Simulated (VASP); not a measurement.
Here is a VASP 6.6.1 calculation.

The input INCAR:

```
PREC = Accurate
ENCUT = 520
EDIFF = 1E-6
ISMEAR = 0
SIGMA = 0.05
LREAL = F
LASPH = T
NELM = 80
ALGO = Normal
ISIF = 2
LWAVE = F
LCHARG = F
GGA = PS
NBANDS = 18
```

KPOINTS

```
Automatic mesh
0
Gamma
  8 1 6
```

Contents of POSCAR:

```
P
1.0
    3.4479141060      0.0000000000      0.0000000000
    0.0000000000     36.5998825395      0.0000000000
    0.0000000000      0.0000000000      4.7478868277
P
4
Direct
    0.0000000000      0.9702614300      0.5921507200
    0.0000000000      0.0297385700      0.4078492800
    0.5000000000      0.0297385700      0.0921507200
    0.5000000000      0.9702614300      0.9078492800
```

Potentials or basis: VASP PAW PBE potentials, release 64 (P).

Run with:

```sh
$ cat potpaw_PBE.64/P/POTCAR > POTCAR
$ mpirun -np 1 vasp_std > vasp.out
```

(1) Estimate the largest force.

(2) Estimate the band gap on the k mesh.

## Answers

(1) 0.733 eV/Å.

(2) 0.86 eV.

Caveat: the cell differs from its parent crystal (strain +0.050 along x and y, +0.025 along z); there is no dipole correction, which matters where the two faces differ; the PAW data sets were made with another functional, which shifts forces and pressure a little.
